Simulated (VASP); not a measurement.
Si, 8 atoms in the cell. The structure is orthorhombic, space group Fmmm (No. 69). Conventional cell: a = 4.869 Å, b = 5.061 Å, c = 9.104 Å, α = 90.00°, β = 90.00°, γ = 90.00°. Si (site symmetry m2m) has 8 Si at 2.32 to 2.75 Å within 3.1 Å. Within 3.8 Å of Si (site symmetry mm2) lie 20 Si at 2.47 to 3.74 Å.  This cell differs from its parent crystal: strain -0.0500 x Voigt [0, 0, 1, 0, 0, 0].

```yaml
Program: VASP 6.6.1
Task: single point
Functional: LDA
Potentials_or_basis: VASP PAW LDA potentials, release 64 (Si)
Cutoff: 520 eV
k_mesh: 10 × 10 × 8
Occupations: gaussian, width 0.15 eV
Spin: no spin polarisation
Dipole_correction: no
Further_INCAR_settings: ALGO = Normal; EDIFF = 1e-07; NBANDS = 26
```

Potentials or basis: VASP PAW LDA potentials, release 64 (Si).

The run is started by

```sh
$ cat potpaw_LDA.64/Si/POTCAR > POTCAR
$ mpirun -np 1 vasp_std > vasp.out
```

Hardware: 1 thread of Intel Xeon 8259CL, with other jobs on the host.

**Question.** How long does it take, and how much memory?

**Answer.** Run time: 12 min on 1 thread of Intel Xeon 8259CL, with other jobs on the host, peak memory 0.41 GiB. Counts: scf iterations 13, k points 155.
